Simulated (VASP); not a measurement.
# Ge16N (a cell with a defect) in VASP: further runs

Runs on Ge16N (a cell with a defect). Level: PBE. Tasks: single point.

All numbers are computed with VASP 6.6.1; they aren't measurements. Logs are shortened: lines on timing, memory, paths and dates and some standing lists are left out, and cuts for length are marked.

## Step 1: The cell of the first run

The cell holds a defect, 17 atoms: a = 8.004 Å, b = 8.004 Å, c = 8.004 Å, α = 60.00°, β = 60.00°, γ = 60.00°.

## Step 2: Single point, PBE

The input, INCAR:

```
SYSTEM = Ge16N
ALGO = Normal
EDIFF = 1E-6
ENCUT = 520
GGA = PE
ISIF = 2
ISMEAR = -1
LASPH = .TRUE.
LCHARG = .FALSE.
LREAL = Auto
LWAVE = .FALSE.
NBANDS = 128
NELM = 60
PREC = Accurate
SIGMA = 0.05
```

The input, KPOINTS:

```
k-points
0
G
  2 2 2
  0 0 0
```

The input, POSCAR:

```
Ge16N
1.0
    0.0000000000      5.6600000000      5.6600000000
    5.6600000000      0.0000000000      5.6600000000
    5.6600000000      5.6600000000      0.0000000000
Ge N
16 1
Direct
   -0.0199734982      0.0428356890      0.0120229682
    0.0889840989      0.2406448763      0.0690724382
    0.0691961131     -0.0563692580      0.4232067138
    0.0776501767      0.0832155477      0.6527385159
   -0.0923321555      0.6117314488      0.0117314488
    0.1533922261      0.5489222615      0.1731095406
    0.0236660777      0.4422526502      0.5437014134
    0.1468197880      0.5714664311      0.6554063604
    0.4788869258      0.0772791519     -0.0714664311
    0.6000088339      0.0965106007      0.1905742049
    0.4582862191     -0.0187279152      0.5439575972
    0.6853975265      0.1117402827      0.5505212014
    0.5747614841      0.4472879859      0.0011749117
    0.4203533569      0.7350176678      0.1876501767
    0.5329063604      0.5006978799      0.4897438163
    0.6353268551      0.6187544170      0.6438427562
    1.1480035336      0.8093816254      0.1667137809
```

Potentials or basis: VASP PAW PBE potentials, release 64 (Ge_d, N).

The run is started by

```sh
cat potpaw_PBE.64/Ge_d/POTCAR potpaw_PBE.64/N/POTCAR > POTCAR
mpirun -np 1 vasp_std > vasp.out
```

OUTCAR:

```text
SYSTEM = Ge16N
   EDIFF = 1E-6
   ENCUT = 520
   GGA = PE
   ISIF = 2
   ISMEAR = -1
   LASPH = .TRUE.
   LREAL = Auto
   NELM = 60
   PREC = Accurate

 ion  position               nearest neighbor table
   1  0.980  0.043  0.012-  17 1.92   2 2.45   4 2.46  10 2.54
   2  0.089  0.241  0.069-   1 2.45   5 2.48   9 2.57   3 2.63
   3  0.069  0.944  0.423-  12 2.53   8 2.55   4 2.62   2 2.63  14 2.72
   4  0.078  0.083  0.653-   7 2.42   1 2.46  11 2.51   3 2.62
   5  0.908  0.612  0.012-   2 2.48   6 2.59   8 2.60
   6  0.153  0.549  0.173-  17 2.04   7 2.42   5 2.59  13 2.77
   7  0.024  0.442  0.544-   8 2.38   4 2.42   6 2.42  16 2.56
   8  0.147  0.571  0.655-   7 2.38   3 2.55  15 2.56   5 2.60
   9  0.479  0.077  0.929-  12 2.57   2 2.57  14 2.58  10 2.81
  10  0.600  0.097  0.191-  11 2.32  13 2.39   1 2.54   9 2.81
  11  0.458  0.981  0.544-  10 2.32  16 2.40   4 2.51  12 2.54
  12  0.685  0.112  0.551-   3 2.53  11 2.54   9 2.57  15 2.59
  13  0.575  0.447  0.001-  16 2.38  10 2.39   6 2.77  14 2.79
  14  0.420  0.735  0.188-  17 2.03  15 2.48   9 2.58   3 2.72  13 2.79
  15  0.533  0.501  0.490-  16 2.46  14 2.48   8 2.56  12 2.59
  16  0.635  0.619  0.644-  13 2.38  11 2.40  15 2.46   7 2.56
  17  0.148  0.809  0.167-   1 1.92  14 2.03   6 2.04

  LATTYP: Found a face centered cubic cell.
 ALAT       =    11.3200000000

  Lattice vectors:

 A1 = (   0.0000000000,   5.6600000000,   5.6600000000)
 A2 = (   5.6600000000,   0.0000000000,   5.6600000000)
 A3 = (   5.6600000000,   5.6600000000,   0.0000000000)

Analysis of symmetry for initial positions (statically):
=====================================================================
 Subroutine PRICEL returns:
 Original cell was already a primitive cell.

 Routine SETGRP: Setting up the symmetry group for a
 face centered cubic supercell.

 Subroutine GETGRP returns: Found  1 space group operations
 (whereof  1 operations were pure point group operations)
 out of a pool of 48 trial point group operations.

The static configuration has the point symmetry C_1 .

Analysis of symmetry for dynamics (positions and initial velocities):
=====================================================================
 Subroutine PRICEL returns:
 Original cell was already a primitive cell.

 Routine SETGRP: Setting up the symmetry group for a
 face centered cubic supercell.

 Subroutine GETGRP returns: Found  1 space group operations
 (whereof  1 operations were pure point group operations)
 out of a pool of 48 trial point group operations.

The dynamic configuration has the point symmetry C_1 .

 Subroutine INISYM returns: Found  1 space group operations
 (whereof  1 operations are pure point group operations),
 and found     1 'primitive' translations

----------------------------------------------------------------------------------------

                                     Primitive cell

  volume of cell :     362.6430

  direct lattice vectors                    reciprocal lattice vectors
     0.000000000  5.660000000  5.660000000    -0.088339223  0.088339223  0.088339223
     5.660000000  0.000000000  5.660000000     0.088339223 -0.088339223  0.088339223
     5.660000000  5.660000000  0.000000000     0.088339223  0.088339223 -0.088339223

  length of vectors
     8.004448763  8.004448763  8.004448763     0.153008022  0.153008022  0.153008022

  position of ions in fractional coordinates (direct lattice)
     0.980026502  0.042835689  0.012022968
     0.088984099  0.240644876  0.069072438
     0.069196113  0.943630742  0.423206714
     0.077650177  0.083215548  0.652738516
     0.907667844  0.611731449  0.011731449
     0.153392226  0.548922262  0.173109541
[... 9 lines left out ...]
     0.635326855  0.618754417  0.643842756
     0.148003534  0.809381625  0.166713781

  ion indices of the primitive-cell ions
   primitive index   ion index
                 1           1
                 2           2
                 3           3
                 4           4
                 5           5
                 6           6
[... 9 lines left out ...]
                16          16
                17          17

----------------------------------------------------------------------------------------

 KPOINTS: k-points

Automatic generation of k-mesh.
 Grid dimensions read from file:
 generate k-points for:    2    2    2

 Generating k-lattice:

  Cartesian coordinates                     Fractional coordinates (reciprocal lattice)
    -0.044169611  0.044169611  0.044169611     0.500000000  0.000000000  0.000000000
     0.044169611 -0.044169611  0.044169611     0.000000000  0.500000000  0.000000000
     0.044169611  0.044169611 -0.044169611     0.000000000  0.000000000  0.500000000

  Length of vectors
     0.076504011  0.076504011  0.076504011

  Shift w.r.t. Gamma in fractional coordinates (k-lattice)
     0.000000000  0.000000000  0.000000000

 Subroutine IBZKPT returns following result:
 ===========================================

 Found      8 irreducible k-points:

 Following reciprocal coordinates:
            Coordinates               Weight
  0.000000  0.000000  0.000000      1.000000
  0.500000  0.000000  0.000000      1.000000
  0.000000  0.500000  0.000000      1.000000
  0.000000  0.000000  0.500000      1.000000
  0.500000  0.500000  0.500000      1.000000
  0.500000  0.500000  0.000000      1.000000
  0.000000  0.500000  0.500000      1.000000
  0.500000  0.000000  0.500000      1.000000
   k-points           NKPTS =      8   k-points in BZ     NKDIM =      8   number of bands    NBANDS=    128
   number of dos      NEDOS =    301   number of ions     NIONS =     17
   total plane-waves  NPLWV = 216000
   dimension x,y,z NGX =    60 NGY =   60 NGZ =   60
   dimension x,y,z NGXF=   120 NGYF=  120 NGZF=  120
   ions per type =              16   1
   NGX,Y,Z   is equivalent  to a cutoff of  12.46, 12.46, 12.46 a.u.
   NGXF,Y,Z  is equivalent  to a cutoff of  24.92, 24.92, 24.92 a.u.
 SYSTEM =  Ge16N
   PREC   = accura    normal or accurate (medium, high low for compatibility)
   ISTART =      0    job   : 0-new  1-cont  2-samecut
   ICHARG =      2    charge: 1-file 2-atom 10-const
   ISPIN  =      1    spin polarized calculation?
   LNONCOLLINEAR =      F non collinear calculations
   LSORBIT =      F    spin-orbit coupling
   LASPH  =      T    aspherical Exc in radial PAW
   ENCUT  =  520.0 eV  38.22 Ry    6.18 a.u.  14.88 14.88 14.88*2*pi/ulx,y,z
   NELM   =     60;   NELMIN=  2; NELMDL= -5     # of ELM steps
   EDIFF  = 0.1E-05   stopping-criterion for ELM
   LREAL  =      T    real-space projection
   EDIFFG = 0.1E-04   stopping-criterion for IOM
   NSW    =      0    number of steps for IOM
   IBRION =     -1    ionic relax: 0-MD 1-quasi-New 2-CG
   NFREE  =      0    steps in history (QN), initial steepest desc. (CG)
   ISIF   =      2    stress and relaxation
   ISYM   =      2    0-nonsym 1-usesym 2-fastsym
   POTIM  = 0.5000    time-step for ionic-motion
   TEBEG  =    0.0;   TEEND  =   0.0 temperature during run
   PSTRESS=    0.0 pullay stress
   NELECT =     229.0000    total number of electrons
   NUPDOWN=      -1.0000    fix difference up-down
   EMIN   =  10.00;   EMAX   =-10.00  energy-range for DOS
   EFERMI =   0.00;   METHOD = LEGACY
   ISMEAR =    -1;   SIGMA  =   0.05  broadening in eV -4-tet -1-fermi 0-gaus
   EFERMI_NEDOS =   21; number of points for ismear=-14 and -15
   IALGO  =     38    algorithm
   IMIX   =      4    mixing-type and parameters
     AMIX     =   0.40;   BMIX     =  1.00
     AMIX_MAG =   1.60;   BMIX_MAG =  1.00
  volume/ion in A,a.u.               =      21.33       143.96
  Fermi-wavevector in a.u.,A,eV,Ry     =   1.404517  2.654152 26.839765  1.972667
  Thomas-Fermi vector in A             =   2.527070
   LORBIT       =      0    0 simple, 1 ext, 2 COOP (PROOUT), +10 PAW based schemes
   GGA     = PE    functional components
   LHFCALC =     F    Hartree Fock is set to
   AEXX    =    0.0000 exact exchange contribution
   IVDW    =     0    specifies the selected vdW correction
   LEPSILON=     F    determine dielectric tensor
   LRPA    =     F    only Hartree local field effects (RPA)
 non-spin polarized calculation
  energy-cutoff  :      520.00
  volume of cell :      362.64
 maximum number of plane-waves:      9841
 NGX is ok and might be reduce to    60
   NGX = 29   NGY = 29   NGZ = 29

 number of electron     229.0000012 magnetization

 Free energy of the ion-electron system (eV)
  ---------------------------------------------------
  ext. energy  EPLUGINS =         0.00000000
  ---------------------------------------------------
  free energy    TOTEN  =       -74.36467073 eV

  energy without entropy =      -74.33459110  energy(sigma->0) =      -74.34963091

 E-fermi :   4.8405     XC(G=0): -10.1726

 val. band max:        4.7786983788   @ k =   0.0000   0.5000   0.0000
 cond. band min:       4.8699263000   @ k =   0.5000   0.5000   0.5000
 fundamental gap:      0.0912279212
 Fermi energy:         4.8405462365

 k-point     1 :       0.0000    0.0000    0.0000
  band No.  band energies     occupation
      1     -19.9511      2.00000
      2     -19.9172      2.00000
      3     -19.8879      2.00000
      4     -19.8627      2.00000
      5     -19.8426      2.00000
      6     -19.8363      2.00000
[... 118 lines left out ...]
    125       6.7790      0.00000
    126       7.1577      0.00000

 k-point     2 :       0.5000    0.0000    0.0000
  band No.  band energies     occupation
      1     -19.9515      2.00000
      2     -19.9175      2.00000
      3     -19.8883      2.00000
      4     -19.8631      2.00000
      5     -19.8422      2.00000
      6     -19.8377      2.00000
[... 892 lines left out ...]
    125       8.4601      0.00000
    126       8.5581      0.00000
 [bands above 126 left out]

------------------------ aborting loop because EDIFF is reached ----------------------------------------

  FORCE on cell =-STRESS in cart. coord.  units (eV):
  Direction    XX          YY          ZZ          XY          YZ          ZX
  --------------------------------------------------------------------------------------
  -------------------------------------------------------------------------------------
  Total        5.6749428      6.0206038      8.8189198      0.7734059     -7.2072345      0.6763316
  in kB       25.0722197     26.5993695     38.9624883      3.4169512    -31.8419712      2.9880713
  external PRESSURE =      30.2113592 kB  Pullay stress =       0.0000000 kB

 VOLUME and BASIS-vectors are now :
 -----------------------------------------------------------------------------
  energy-cutoff  :      520.00
  volume of cell :      362.64
      direct lattice vectors                 reciprocal lattice vectors
     0.000000000  5.660000000  5.660000000    -0.088339223  0.088339223  0.088339223
     5.660000000  0.000000000  5.660000000     0.088339223 -0.088339223  0.088339223
     5.660000000  5.660000000  0.000000000     0.088339223  0.088339223 -0.088339223

 POSITION                                       TOTAL-FORCE (eV/Angst)
 -----------------------------------------------------------------------------------
      0.31050      5.61500      5.78940        -0.146433      0.834258     -0.412820
      1.75300      0.89460      1.86570         0.058549      0.124910      0.330303
      7.73630      2.78700      5.73260         0.408172     -0.301601     -0.155691
      4.16550      4.13400      0.91050        -0.323898      0.318689     -0.277428
      3.52880      5.20380      8.59980         0.018891      0.248992      0.297051
      4.08670      1.84800      3.97510         0.317355     -0.239297      1.180331
[... 9 lines left out ...]
      7.14630      7.24010      7.09810        -0.998307      0.114113      0.335403
      5.52470      1.78130      5.41880        -0.798815      0.058441     -0.796466
 -----------------------------------------------------------------------------------
    total drift:                               -0.000651      0.000303      0.000199

  FREE ENERGIE OF THE ION-ELECTRON SYSTEM (eV)
  ---------------------------------------------------
  free  energy   TOTEN  =       -74.3646707270 eV

  energy  without entropy=      -74.3345910962  energy(sigma->0) =      -74.34963091
```

Wall time 14 min (1 thread of Intel Xeon Platinum 8488C (Sapphire Rapids), shared host); peak memory 0.61 GiB.

What came out:

```
Free energy            : -74.3647 eV
Pressure               : 3.0 GPa
Largest force          : 2.587 eV/Å
Band gap on the k mesh : zero (an odd number of electrons rules out a gap without spin polarisation)
```

Forces in eV/Å, atoms in the order of the input:
```
Ge  -0.146  0.834 -0.413
Ge   0.059  0.125  0.330
Ge   0.408 -0.302 -0.156
Ge  -0.324  0.319 -0.277
Ge   0.019  0.249  0.297
Ge   0.317 -0.239  1.180
Ge   0.009 -0.688 -0.453
Ge   0.736  0.690  0.370
Ge   0.549  0.789 -0.183
Ge  -2.154 -1.223  0.747
Ge   1.131  0.667 -0.395
Ge   0.808 -0.165 -0.014
Ge   2.036 -0.042 -0.468
Ge  -1.089 -1.367  0.804
Ge  -0.561  0.180 -0.908
Ge  -0.998  0.114  0.335
N   -0.799  0.058 -0.796
```

Levels at points of the mesh, in eV from the Fermi level:
| k point | band 111 | band 112 | band 113 | band 114 | band 115 | band 116 | band 117 | band 118 |
| --- | --- | --- | --- | --- | --- | --- | --- | --- |
| (0.00, 0.00, 0.00) | -0.70 | -0.60 | -0.45 | -0.20 | -0.07 | 0.14 | 0.27 | 0.42 |
| (0.50, 0.00, 0.00) | -0.92 | -0.67 | -0.51 | -0.36 | -0.22 | 0.26 | 0.40 | 1.00 |
| (0.00, 0.50, 0.00) | -0.90 | -0.75 | -0.30 | -0.06 | 0.24 | 0.58 | 0.76 | 1.03 |
| (0.00, 0.00, 0.50) | -1.02 | -0.59 | -0.42 | -0.37 | 0.18 | 0.29 | 0.95 | 1.17 |
| (0.50, 0.50, 0.50) | -1.05 | -0.91 | -0.50 | -0.35 | 0.03 | 0.43 | 0.54 | 0.87 |
| (0.50, 0.50, 0.00) | -1.22 | -0.76 | -0.72 | -0.56 | -0.43 | 1.08 | 1.34 | 1.44 |
| (0.00, 0.50, 0.50) | -1.18 | -0.83 | -0.55 | -0.48 | -0.35 | 0.76 | 1.17 | 1.40 |
| (0.50, 0.00, 0.50) | -1.12 | -1.00 | -0.62 | -0.51 | 0.32 | 1.00 | 1.28 | 1.49 |

Caveat: the k points lie up to 0.48 Å⁻¹ apart, too coarse for converged energies and pressures of a metal; the atoms stand as in a frame of molecular dynamics.

[end of part 1 of 2]

The gap in the log of VASP goes by the Fermi energy; the results here count the filled bands.